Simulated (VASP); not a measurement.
# PtS2 (P-3m1) in VASP: single point with PBEsol

Aim: the single point of PtS2 with PBEsol.

Everything below comes from runs of VASP 6.6.1. Logs are shortened: lines on timing, memory, paths and dates and some standing lists are left out, and cuts for length are marked.

### Step 1. The cell of the first run

Symmetry: P-3m1, No. 164, trigonal system. Conventional cell: a = 3.571 Å, b = 3.571 Å, c = 4.768 Å, α = 90.00°, β = 90.00°, γ = 120.00°. Pt (site symmetry -3m) has 6 S at 2.38 Å within 3.1 Å. S (site symmetry 3m) has 3 Pt at 2.38 Å within 3.1 Å.

### Step 2. Single point, PBEsol

INCAR reads:

```
PREC     = Accurate       # precision mode
ENCUT    = 520            # plane-wave cutoff, eV
EDIFF    = 1E-7           # SCF threshold, eV
ISMEAR   = 0              # smearing method
SIGMA    = 0.02           # smearing width, eV
LREAL    = False          # projectors in reciprocal space
LASPH    = True           # aspherical terms in the spheres
NELM     = 100            # most SCF steps
ALGO     = Normal         # electronic algorithm
ISIF     = 2              # what is computed and relaxed
LWAVE    = False          # write WAVECAR
LCHARG   = False          # write CHGCAR
GGA      = PS             # functional
NBANDS   = 18             # bands
```

KPOINTS reads:

```
regular mesh
0
Gamma
  12 12 8
```

POSCAR reads:

```
PtS2
1.0
    3.5713266494      0.0000000001      0.0000000000
   -1.7856633248      3.0928596036      0.0000000000
    0.0000000000      0.0000000000      4.7682789312
Pt S
1 2
Direct
    0.0000000000      0.0000000000      0.0000000000
    0.3333333333      0.6666666667      0.2509460436
    0.6666666667      0.3333333333      0.7490539564
```

Potentials or basis: VASP PAW PBE potentials, release 64 (Pt, S).

The run is started by

```
cat potpaw_PBE.64/Pt/POTCAR potpaw_PBE.64/S/POTCAR > POTCAR
mpirun -np 1 vasp_std > vasp.out
```

OUTCAR:

```text
PREC = Accurate
   ENCUT = 520
   EDIFF = 1E-7
   ISMEAR = 0
   LREAL = False
   LASPH = True
   NELM = 100
   ISIF = 2
   GGA = PS

 ion  position               nearest neighbor table
   1  0.000  0.000  0.000-   2 2.38   3 2.38   3 2.38   2 2.38   3 2.38   2 2.38
   2  0.333  0.667  0.251-   1 2.38   1 2.38   1 2.38
   3  0.667  0.333  0.749-   1 2.38   1 2.38   1 2.38

  LATTYP: Found a hexagonal cell.
 ALAT       =     3.5713266494
 C/A-ratio  =     1.3351562036

  Lattice vectors:

 A1 = (   3.5713266494,   0.0000000001,   0.0000000000)
 A2 = (  -1.7856633248,   3.0928596036,   0.0000000000)
 A3 = (   0.0000000000,   0.0000000000,   4.7682789312)

Analysis of symmetry for initial positions (statically):
=====================================================================
 Subroutine PRICEL returns:
 Original cell was already a primitive cell.

 Routine SETGRP: Setting up the symmetry group for a
 hexagonal supercell.

 Subroutine GETGRP returns: Found 12 space group operations
 (whereof 12 operations were pure point group operations)
 out of a pool of 24 trial point group operations.

The static configuration has the point symmetry D_3d.

Analysis of symmetry for dynamics (positions and initial velocities):
=====================================================================
 Subroutine PRICEL returns:
 Original cell was already a primitive cell.

 Routine SETGRP: Setting up the symmetry group for a
 hexagonal supercell.

 Subroutine GETGRP returns: Found 12 space group operations
 (whereof 12 operations were pure point group operations)
 out of a pool of 24 trial point group operations.

The dynamic configuration has the point symmetry D_3d.

 Subroutine INISYM returns: Found 12 space group operations
 (whereof 12 operations are pure point group operations),
 and found     1 'primitive' translations

----------------------------------------------------------------------------------------

                                     Primitive cell

  volume of cell :      52.6686

  direct lattice vectors                    reciprocal lattice vectors
     3.571326649  0.000000000  0.000000000     0.280007991  0.161662689  0.000000000
    -1.785663325  3.092859604  0.000000000    -0.000000000  0.323325378  0.000000000
     0.000000000  0.000000000  4.768278931     0.000000000  0.000000000  0.209719275

  length of vectors
     3.571326649  3.571326649  4.768278931     0.323325378  0.323325378  0.209719275

[... 77 lines left out ...]
   LNONCOLLINEAR =      F non collinear calculations
   LSORBIT =      F    spin-orbit coupling
   LASPH  =      T    aspherical Exc in radial PAW
   ENCUT  =  520.0 eV  38.22 Ry    6.18 a.u.   6.64  6.64  8.87*2*pi/ulx,y,z
   NELM   =    100;   NELMIN=  2; NELMDL= -5     # of ELM steps
   EDIFF  = 0.1E-06   stopping-criterion for ELM
   LREAL  =      F    real-space projection
   EDIFFG = 0.1E-05   stopping-criterion for IOM
   NSW    =      0    number of steps for IOM
   IBRION =     -1    ionic relax: 0-MD 1-quasi-New 2-CG
   NFREE  =      0    steps in history (QN), initial steepest desc. (CG)
   ISIF   =      2    stress and relaxation
   ISYM   =      2    0-nonsym 1-usesym 2-fastsym
   POTIM  = 0.5000    time-step for ionic-motion
   TEBEG  =    0.0;   TEEND  =   0.0 temperature during run
   PSTRESS=    0.0 pullay stress
   NELECT =      22.0000    total number of electrons
   NUPDOWN=      -1.0000    fix difference up-down
   EMIN   =  10.00;   EMAX   =-10.00  energy-range for DOS
   EFERMI =   0.00;   METHOD = LEGACY
   ISMEAR =     0;   SIGMA  =   0.02  broadening in eV -4-tet -1-fermi 0-gaus
   EFERMI_NEDOS =   21; number of points for ismear=-14 and -15
   IALGO  =     38    algorithm
   IMIX   =      4    mixing-type and parameters
     AMIX     =   0.40;   BMIX     =  1.00
     AMIX_MAG =   1.60;   BMIX_MAG =  1.00
  volume/ion in A,a.u.               =      17.56       118.47
  Fermi-wavevector in a.u.,A,eV,Ry     =   1.223767  2.312583 20.376147  1.497605
  Thomas-Fermi vector in A             =   2.358866
   LORBIT       =      0    0 simple, 1 ext, 2 COOP (PROOUT), +10 PAW based schemes
   GGA     = PS    functional components
   LHFCALC =     F    Hartree Fock is set to
   AEXX    =    0.0000 exact exchange contribution
   IVDW    =     0    specifies the selected vdW correction
   LEPSILON=     F    determine dielectric tensor
   LRPA    =     F    only Hartree local field effects (RPA)
 non-spin polarized calculation
 Gauss-broadening in eV      SIGMA  =   0.02
  energy-cutoff  :      520.00
  volume of cell :       52.67
 maximum number of plane-waves:      1446
 NGX is ok and might be reduce to    28
   NGX = 13   NGY = 13   NGZ = 17

 number of electron      22.0000001 magnetization

 Free energy of the ion-electron system (eV)
  ---------------------------------------------------
  ext. energy  EPLUGINS =         0.00000000
  ---------------------------------------------------
  free energy    TOTEN  =       -16.99790954 eV

  energy without entropy =      -16.99790954  energy(sigma->0) =      -16.99790954

 E-fermi :   7.6508     XC(G=0): -11.1093

 val. band max:        7.5561410535   @ k =   0.0000   0.0000   0.0000
 cond. band min:       7.8048288737   @ k =   0.0000   0.3333   0.2500
 fundamental gap:      0.2486878202
 Fermi energy:         7.6507588455

 k-point     1 :       0.0000    0.0000    0.0000
  band No.  band energies     occupation
      1      -8.2794      2.00000
      2      -4.9367      2.00000
      3       0.0365      2.00000
      4       0.4755      2.00000
      5       0.4755      2.00000
      6       3.3554      2.00000
[... 481 lines left out ...]
      5       1.1130      2.00000
      6       2.6684      2.00000
[... 10 lines left out ...]
     17      16.4041      0.00000
     18      16.6096      0.00000

 [... further k-points ...]
[... 5 lines left out ...]
  --------------------------------------------------------------------------------------
  -------------------------------------------------------------------------------------
  Total       -0.1001957     -0.1001957     -0.0379890      0.0000000      0.0000000      0.0000000
  in kB       -3.0479530     -3.0479530     -1.1556239      0.0000000      0.0000000      0.0000000
  external PRESSURE =      -2.4171766 kB  Pullay stress =       0.0000000 kB

 VOLUME and BASIS-vectors are now :
 -----------------------------------------------------------------------------
  energy-cutoff  :      520.00
  volume of cell :       52.67
      direct lattice vectors                 reciprocal lattice vectors
     3.571326649  0.000000000  0.000000000     0.280007991  0.161662689  0.000000000
    -1.785663325  3.092859604  0.000000000    -0.000000000  0.323325378  0.000000000
     0.000000000  0.000000000  4.768278931     0.000000000  0.000000000  0.209719275

 POSITION                                       TOTAL-FORCE (eV/Angst)
 -----------------------------------------------------------------------------------
      0.00000      0.00000      0.00000        -0.000000     -0.000000      0.000000
     -0.00000      2.06191      1.19658        -0.000000      0.000000     -0.022574
      1.78566      1.03095      3.57170         0.000000     -0.000000      0.022574
 -----------------------------------------------------------------------------------
    total drift:                                0.000000     -0.000000      0.000000

  FREE ENERGIE OF THE ION-ELECTRON SYSTEM (eV)
  ---------------------------------------------------
  free  energy   TOTEN  =       -16.9979095404 eV

  energy  without entropy=      -16.9979095404  energy(sigma->0) =      -16.99790954
```

OSZICAR:

```text
N       E                     dE             d eps       ncg     rms          rms(c)
DAV:   1     0.109325456612E+03    0.10933E+03   -0.10476E+04  4772   0.110E+03
DAV:   2    -0.130728035748E+02   -0.12240E+03   -0.11828E+03  5772   0.221E+02
DAV:   3    -0.182833756670E+02   -0.52106E+01   -0.51729E+01  5918   0.461E+01
DAV:   4    -0.183344397885E+02   -0.51064E-01   -0.51038E-01  6214   0.513E+00
DAV:   5    -0.183351498329E+02   -0.71004E-03   -0.71000E-03  6014   0.585E-01    0.185E+01
DAV:   6    -0.172730385183E+02    0.10621E+01   -0.62015E+00  4930   0.239E+01    0.121E+01
DAV:   7    -0.170277117951E+02    0.24533E+00   -0.11600E+00  4872   0.109E+01    0.571E+00
DAV:   8    -0.170013187223E+02    0.26393E-01   -0.69443E-02  5232   0.184E+00    0.120E+00
DAV:   9    -0.169978352040E+02    0.34835E-02   -0.79373E-03  5450   0.880E-01    0.242E-01
DAV:  10    -0.169978936188E+02   -0.58415E-04   -0.13268E-03  5508   0.230E-01    0.842E-02
DAV:  11    -0.169979095103E+02   -0.15891E-04   -0.43781E-05  6260   0.579E-02    0.431E-02
DAV:  12    -0.169979090908E+02    0.41943E-06   -0.60063E-06  5432   0.233E-02    0.976E-03
DAV:  13    -0.169979094892E+02   -0.39839E-06   -0.87945E-07  5776   0.650E-03    0.311E-03
DAV:  14    -0.169979095404E+02   -0.51134E-07   -0.64649E-08  3194   0.190E-03
   1 F= -.16997910E+02 E0= -.16997910E+02  d E =-.186604E-14
```

It took 63 s on 1 thread of AMD EPYC 9R14 (Zen 4), shared host; peak memory 0.23 GiB.

What came out:

```
Free energy            : -16.9979 eV
Pressure               : -0.2 GPa
Largest force          : 0.023 eV/Å
Band gap on the k mesh : 0.25 eV, indirect (least direct gap 0.67 eV)
```

Forces on the atoms (eV/Å):
```
Pt   0.000  0.000  0.000
S    0.000  0.000 -0.023
S    0.000  0.000  0.023
```

Stress tensor (GPa, compression positive):
```
-0.30  0.00  0.00
 0.00 -0.30  0.00
 0.00  0.00 -0.12
```

Caveat: the PAW data sets were made with another functional, which shifts forces and pressure a little; spin-orbit coupling is left out, which moves the levels of the heavy elements. A k mesh can miss the band edges.
